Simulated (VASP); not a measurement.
# ZnC3 (Fd-3m) in VASP: density of states with PBE

Aim: the density of states of ZnC3 with PBE.

Everything below comes from runs of VASP 6.6.1. Logs are shortened: lines on timing, memory, paths and dates and some standing lists are left out, and cuts for length are marked.

## (1) The cell of the first run

It takes space group Fd-3m (No. 227, cubic). The conventional cell has a = 6.810 Å, b = 6.810 Å, c = 6.810 Å, α = 90.00°, β = 90.00°, γ = 90.00°. Zn (site symmetry -43m) has 22 C at 2.82 to 3.40 Å and 4 Zn at 2.95 Å within 3.7 Å. C (site symmetry -3m) has 2 C at 1.47 Å within 2.0 Å. Within 2.0 Å of C (site symmetry -43m) lie 4 C at 1.47 Å.

## (2) Density of states, PBE

Contents of POSCAR:

```
ZnC3
1.0
    0.0000000000      3.4049907393      3.4049907393
    3.4049907393      0.0000000000      3.4049907393
    3.4049907393      3.4049907393      0.0000000000
Zn C
2 6
Direct
    0.5000000000      0.5000000000      0.5000000000
    0.7500000000      0.7500000000      0.7500000000
    0.1250000000      0.1250000000      0.1250000000
    0.1250000000      0.1250000000      0.6250000000
    0.1250000000      0.6250000000      0.1250000000
    0.6250000000      0.1250000000      0.1250000000
    0.2500000000      0.2500000000      0.2500000000
    0.0000000000      0.0000000000      0.0000000000
```

Contents of INCAR.step1:

```
SYSTEM = ZnC3
PREC = Accurate
ENCUT = 520
EDIFF = 1E-6
ISMEAR = 0
SIGMA = 0.1
LREAL = .False.
LASPH = .True.
NELM = 100
ALGO = Normal
ISIF = 2
LWAVE = .False.
LCHARG = .True.
GGA = PE
NBANDS = 34
```

Contents of KPOINTS.step1:

```
regular mesh
0
Gamma
  10 10 10
  0 0 0
```

Contents of INCAR.step2:

```
SYSTEM = ZnC3
PREC = Accurate
ENCUT = 520
EDIFF = 1E-6
ISMEAR = -5
SIGMA = 0.1
LREAL = .False.
LASPH = .True.
NELM = 100
ALGO = Normal
ISIF = 2
LWAVE = .False.
LCHARG = .False.
GGA = PE
LORBIT = 11
NBANDS = 34
NEDOS = 2001
ICHARG = 11
```

Contents of KPOINTS.step2:

```
regular mesh
0
Gamma
  15 15 15
  0 0 0
```

Potentials or basis: VASP PAW PBE potentials, release 64 (Zn, C).

Run with:

```sh
> cat potpaw_PBE.64/Zn/POTCAR potpaw_PBE.64/C/POTCAR > POTCAR
> cp INCAR.step1 INCAR
> cp KPOINTS.step1 KPOINTS
> mpirun -np 1 vasp_std > vasp.out
> cp INCAR.step2 INCAR
> cp KPOINTS.step2 KPOINTS
> mpirun -np 1 vasp_std > vasp.out
```

OUTCAR:

```text
SYSTEM = ZnC3
   PREC = Accurate
   ENCUT = 520
   EDIFF = 1E-6
   ISMEAR = -5
   LREAL = .False.
   LASPH = .True.
   NELM = 100
   ISIF = 2
   GGA = PE
   LORBIT = 11
   ICHARG = 11

 ion  position               nearest neighbor table
   1  0.500  0.500  0.500-   2 2.95   2 2.95   2 2.95   2 2.95
   2  0.750  0.750  0.750-   1 2.95   1 2.95   1 2.95   1 2.95
   3  0.125  0.125  0.125-   7 1.47   8 1.47
   4  0.125  0.125  0.625-   7 1.47   8 1.47
   5  0.125  0.625  0.125-   7 1.47   8 1.47
   6  0.625  0.125  0.125-   7 1.47   8 1.47
   7  0.250  0.250  0.250-   3 1.47   4 1.47   5 1.47   6 1.47
   8  0.000  0.000  0.000-   3 1.47   4 1.47   5 1.47   6 1.47

  LATTYP: Found a face centered cubic cell.
 ALAT       =     6.8099814786

  Lattice vectors:

 A1 = (   0.0000000000,   3.4049907393,   3.4049907393)
 A2 = (   3.4049907393,   0.0000000000,   3.4049907393)
 A3 = (   3.4049907393,   3.4049907393,   0.0000000000)

Analysis of symmetry for initial positions (statically):
=====================================================================
 Subroutine PRICEL returns:
 Original cell was already a primitive cell.

 Routine SETGRP: Setting up the symmetry group for a
 face centered cubic supercell.

 Subroutine GETGRP returns: Found 48 space group operations
 (whereof 24 operations were pure point group operations)
 out of a pool of 48 trial point group operations.

The static configuration has the point symmetry T_d .
 The point group associated with its full space group is O_h .

Analysis of symmetry for dynamics (positions and initial velocities):
=====================================================================
 Subroutine PRICEL returns:
 Original cell was already a primitive cell.

 Routine SETGRP: Setting up the symmetry group for a
 face centered cubic supercell.

 Subroutine GETGRP returns: Found 48 space group operations
 (whereof 24 operations were pure point group operations)
 out of a pool of 48 trial point group operations.

The dynamic configuration has the point symmetry T_d .
 The point group associated with its full space group is O_h .

 Subroutine INISYM returns: Found 48 space group operations
 (whereof 24 operations are pure point group operations),
 and found     1 'primitive' translations

----------------------------------------------------------------------------------------

                                     Primitive cell

  volume of cell :      78.9547

  direct lattice vectors                    reciprocal lattice vectors
     0.000000000  3.404990739  3.404990739    -0.146843277  0.146843277  0.146843277
     3.404990739  0.000000000  3.404990739     0.146843277 -0.146843277  0.146843277
     3.404990739  3.404990739  0.000000000     0.146843277  0.146843277 -0.146843277

  length of vectors
     4.815384083  4.815384083  4.815384083     0.254340017  0.254340017  0.254340017

  position of ions in fractional coordinates (direct lattice)
     0.500000000  0.500000000  0.500000000
     0.750000000  0.750000000  0.750000000
     0.125000000  0.125000000  0.125000000
     0.125000000  0.125000000  0.625000000
     0.125000000  0.625000000  0.125000000
     0.625000000  0.125000000  0.125000000
     0.250000000  0.250000000  0.250000000
     0.000000000  0.000000000  0.000000000

  ion indices of the primitive-cell ions
   primitive index   ion index
                 1           1
                 2           2
                 3           3
                 4           4
                 5           5
                 6           6
                 7           7
                 8           8

----------------------------------------------------------------------------------------

 KPOINTS: regular mesh

Automatic generation of k-mesh.
 Grid dimensions read from file:
 generate k-points for:   15   15   15

 Generating k-lattice:

  Cartesian coordinates                     Fractional coordinates (reciprocal lattice)
    -0.009789552  0.009789552  0.009789552     0.066666667  0.000000000  0.000000000
     0.009789552 -0.009789552  0.009789552     0.000000000  0.066666667  0.000000000
     0.009789552  0.009789552 -0.009789552     0.000000000  0.000000000  0.066666667

  Length of vectors
     0.016956001  0.016956001  0.016956001

  Shift w.r.t. Gamma in fractional coordinates (k-lattice)
     0.000000000  0.000000000  0.000000000

 TETIRR: Found    484 inequivalent tetrahedra from    20250

 Subroutine IBZKPT returns following result:
 ===========================================

 Found    120 irreducible k-points:

 Following reciprocal coordinates:
            Coordinates               Weight
  0.000000  0.000000  0.000000      1.000000
  0.066667  0.000000  0.000000      8.000000
  0.133333  0.000000  0.000000      8.000000
  0.200000  0.000000  0.000000      8.000000
  0.266667  0.000000  0.000000      8.000000
  0.333333  0.000000  0.000000      8.000000
[... 16 lines left out ...]
  0.133333  0.133333  0.000000      6.000000
  0.200000  0.133333  0.000000     24.000000
 [... further k-points ...]
   k-points           NKPTS =    120   k-points in BZ     NKDIM =    120   number of bands    NBANDS=     34
   number of dos      NEDOS =   2001   number of ions     NIONS =      8
   total plane-waves  NPLWV =  46656
   dimension x,y,z NGX =    36 NGY =   36 NGZ =   36
   dimension x,y,z NGXF=    72 NGYF=   72 NGZF=   72
   ions per type =               2   6
   NGX,Y,Z   is equivalent  to a cutoff of  12.43, 12.43, 12.43 a.u.
   NGXF,Y,Z  is equivalent  to a cutoff of  24.86, 24.86, 24.86 a.u.
 SYSTEM =  ZnC3
   PREC   = accura    normal or accurate (medium, high low for compatibility)
   ISTART =      0    job   : 0-new  1-cont  2-samecut
   ICHARG =     11    charge: 1-file 2-atom 10-const
   ISPIN  =      1    spin polarized calculation?
   LNONCOLLINEAR =      F non collinear calculations
   LSORBIT =      F    spin-orbit coupling
   LASPH  =      T    aspherical Exc in radial PAW
   ENCUT  =  520.0 eV  38.22 Ry    6.18 a.u.   8.95  8.95  8.95*2*pi/ulx,y,z
   NELM   =    100;   NELMIN=  2; NELMDL=  0     # of ELM steps
   EDIFF  = 0.1E-05   stopping-criterion for ELM
   LREAL  =      F    real-space projection
   EDIFFG = 0.1E-04   stopping-criterion for IOM
   NSW    =      0    number of steps for IOM
   IBRION =     -1    ionic relax: 0-MD 1-quasi-New 2-CG
   NFREE  =      0    steps in history (QN), initial steepest desc. (CG)
   ISIF   =      2    stress and relaxation
   ISYM   =      2    0-nonsym 1-usesym 2-fastsym
   POTIM  = 0.5000    time-step for ionic-motion
   TEBEG  =    0.0;   TEEND  =   0.0 temperature during run
   PSTRESS=    0.0 pullay stress
   NELECT =      48.0000    total number of electrons
   NUPDOWN=      -1.0000    fix difference up-down
   EMIN   =  10.00;   EMAX   =-10.00  energy-range for DOS
   EFERMI =   0.00;   METHOD = LEGACY
   ISMEAR =    -5;   SIGMA  =   0.10  broadening in eV -4-tet -1-fermi 0-gaus
   EFERMI_NEDOS =   21; number of points for ismear=-14 and -15
   IALGO  =     38    algorithm
   IMIX   =      4    mixing-type and parameters
     AMIX     =   0.40;   BMIX     =  1.00
     AMIX_MAG =   1.60;   BMIX_MAG =  1.00
  volume/ion in A,a.u.               =       9.87        66.60
  Fermi-wavevector in a.u.,A,eV,Ry     =   1.386849  2.620765 26.168783  1.923351
  Thomas-Fermi vector in A             =   2.511126
   LORBIT       =     11    0 simple, 1 ext, 2 COOP (PROOUT), +10 PAW based schemes
   GGA     = PE    functional components
   LHFCALC =     F    Hartree Fock is set to
   AEXX    =    0.0000 exact exchange contribution
   IVDW    =     0    specifies the selected vdW correction
   LEPSILON=     F    determine dielectric tensor
   LRPA    =     F    only Hartree local field effects (RPA)
 non-spin polarized calculation
 Fermi weights with tetrahedron method with Bloechl corrections
  energy-cutoff  :      520.00
  volume of cell :       78.95
 maximum number of plane-waves:      2158

 number of electron      48.0000020 magnetization

 Free energy of the ion-electron system (eV)
  ---------------------------------------------------
  ext. energy  EPLUGINS =         0.00000000
  ---------------------------------------------------
  free energy    TOTEN  =       -41.95059750 eV

  energy without entropy =      -41.95059750  energy(sigma->0) =      -41.95059750

 E-fermi :   5.1379     XC(G=0): -11.5185

 val. band max:        5.1965889170   @ k =  -0.4667   0.3333   0.0667
 cond. band min:       5.1117932754   @ k =  -0.3333   0.2667   0.0667
 fundamental gap:     -0.0847956416
 Fermi energy:         5.1378797965

 k-point     1 :       0.0000    0.0000    0.0000
  band No.  band energies     occupation
      1     -14.2502      2.00000
      2     -11.0716      2.00000
      3      -7.1006      2.00000
      4      -7.1006      2.00000
      5      -7.1006      2.00000
      6      -4.5566      2.00000
[... 26 lines left out ...]
     33      12.4147      0.00000
     34      12.4147      0.00000

 k-point     2 :       0.0667    0.0000    0.0000
  band No.  band energies     occupation
      1     -14.2306      2.00000
      2     -11.1170      2.00000
      3      -7.1176      2.00000
      4      -7.1176      2.00000
      5      -7.0825      2.00000
      6      -4.5478      2.00000
[... 26 lines left out ...]
     33      12.4523      0.00000
     34      12.4712      0.00000
[... 775 lines left out ...]
     33      12.0963      0.00000
     34      12.8948      0.00000

 k-point    24 :       0.2000    0.1333    0.0000
  band No.  band energies     occupation
      1     -14.0778      2.00000
      2     -11.4395      2.00000
      3      -7.3102      2.00000
      4      -7.3066      2.00000
      5      -6.7805      2.00000
      6      -4.7673      2.00000
[... 26 lines left out ...]
     33      11.9893      0.00000
     34      13.1206      0.00000

 [... further k-points ...]

------------------------ aborting loop because EDIFF is reached ----------------------------------------

  FORCE on cell =-STRESS in cart. coord.  units (eV):
  Direction    XX          YY          ZZ          XY          YZ          ZX
  --------------------------------------------------------------------------------------
  -------------------------------------------------------------------------------------
  Total       -0.2719818     -0.2719818     -0.2719818      0.0000000     -0.0000000      0.0000000
  in kB       -5.5191546     -5.5191546     -5.5191546      0.0000000     -0.0000000      0.0000000
  external PRESSURE =      -5.5191546 kB  Pullay stress =       0.0000000 kB

 VOLUME and BASIS-vectors are now :
 -----------------------------------------------------------------------------
  energy-cutoff  :      520.00
  volume of cell :       78.95
      direct lattice vectors                 reciprocal lattice vectors
     0.000000000  3.404990739  3.404990739    -0.146843277  0.146843277  0.146843277
     3.404990739  0.000000000  3.404990739     0.146843277 -0.146843277  0.146843277
     3.404990739  3.404990739  0.000000000     0.146843277  0.146843277 -0.146843277

 POSITION                                       TOTAL-FORCE (eV/Angst)
 -----------------------------------------------------------------------------------
      3.40499      3.40499      3.40499        -0.000000     -0.000000     -0.000000
      5.10749      5.10749      5.10749         0.000000      0.000000      0.000000
      0.85125      0.85125      0.85125         0.000000      0.000000     -0.000000
      2.55374      2.55374      0.85125         0.000000      0.000000     -0.000000
      2.55374      0.85125      2.55374         0.000000      0.000000     -0.000000
      0.85125      2.55374      2.55374         0.000000      0.000000     -0.000000
      1.70250      1.70250      1.70250         0.000000      0.000000      0.000000
      0.00000      0.00000      0.00000        -0.000000     -0.000000     -0.000000
 -----------------------------------------------------------------------------------
    total drift:                               -0.000000      0.000000      0.000000

  FREE ENERGIE OF THE ION-ELECTRON SYSTEM (eV)
  ---------------------------------------------------
  free  energy   TOTEN  =       -41.9505974997 eV

  energy  without entropy=      -41.9505974997  energy(sigma->0) =      -41.95059750

 total charge

# of ion       s       p       d       tot
------------------------------------------
    1        0.535   0.268   9.761  10.564
    2        0.535   0.268   9.761  10.564
    3        0.908   1.508   0.000   2.415
    4        0.908   1.508   0.000   2.415
    5        0.908   1.508   0.000   2.415
    6        0.908   1.508   0.000   2.415
    7        0.840   1.683   0.000   2.524
    8        0.840   1.683   0.000   2.524
--------------------------------------------------
tot          6.381   9.933  19.523  35.837
```

Run time: 8 min. Hardware: 1 thread of Intel Xeon Platinum 8259CL at 2.50GHz (Skylake/Cascade Lake), shared host; peak memory 0.37 GiB.

Results:

- Valence electrons inside the program's atomic spheres: Zn 10.56; C 2.42, 2.52

Levels at points of the mesh, in eV from the Fermi level:
```
           k point  band 20  band 21  band 22  band 23  band 24  band 25  band 26  band 27  band 28  band 29
(0.00, 0.00, 0.00)    -2.83    -2.83    -0.97    -0.97    -0.97     1.54     1.54     1.54     2.34     2.39
```

Caveat: tetrahedron occupations give inexact forces and stress in metals.
